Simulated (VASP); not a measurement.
Runs of VASP 6.6.1 on Cu. The structure is that of space group P6_3/mmc (No. 194), or close to it. The cells are those of the table. 

```csv
task,level,potentials or basis,cell,cutoff (eV),second run,gap on the mesh (eV),pressure (GPa),relaxed volume (Å³/atom)
single point,LDA,"VASP PAW LDA potentials, release 64 (Cu_sv_GW)","a = 2.481, b = 2.481, c = 8.155 Å, angles 90.0, 90.0, 120.0°, 4 atoms",700,valence_matched,none,(b),-
relaxation of cell and atoms,PBEsol+D3(BJ),"VASP PAW PBE potentials, release 64 (Cu)","relaxed from a = 2.531, b = 2.531, c = 8.262 Å, angles 90.0, 90.0, 120.0°, 4 atoms",600,-,none,-0.1,10.85
relaxation of cell and atoms,PBEsol,"VASP PAW PBE potentials, release 64 (Cu)","relaxed from a = 2.531, b = 2.531, c = 8.262 Å, angles 90.0, 90.0, 120.0°, 4 atoms",600,-,none,0.0,(a)
single point,PBEsol,"VASP PAW PBE potentials, release 64 (Cu)","a = 2.513, b = 2.513, c = 8.259 Å, angles 90.0, 90.0, 120.0°, 4 atoms",520,-,none,0.9,-
single point,PBEsol+D3(BJ),"VASP PAW PBE potentials, release 64 (Cu)","a = 2.476, b = 2.476, c = 8.133 Å, angles 90.0, 90.0, 120.0°, 4 atoms",520,-,none,0.7,-
relaxation of cell and atoms,LDA,"VASP PAW LDA potentials, release 64 (Cu)","relaxed from a = 2.531, b = 2.531, c = 8.262 Å, angles 90.0, 90.0, 120.0°, 4 atoms",600,-,none,-0.1,10.93
single point,LDA,"VASP PAW LDA potentials, release 64 (Cu)","a = 2.481, b = 2.481, c = 8.155 Å, angles 90.0, 90.0, 120.0°, 4 atoms",520,-,none,1.0,-
```

Alike in all rows: no spin polarisation; k mesh 11 × 11 × 3; smearing methfessel-paxton 0.1 eV.

Fill in the values left out.

(a) 11.35; (b) -4.4.

Caveats: the PAW data sets were made with another functional, which shifts forces and pressure a little (some runs); pairwise dispersion overbinds metals, which lowers pressure and volume (some runs).

A gap of «none» marks levels without a gap at the run's occupations.

The runs don't all hold the same shells in valence.
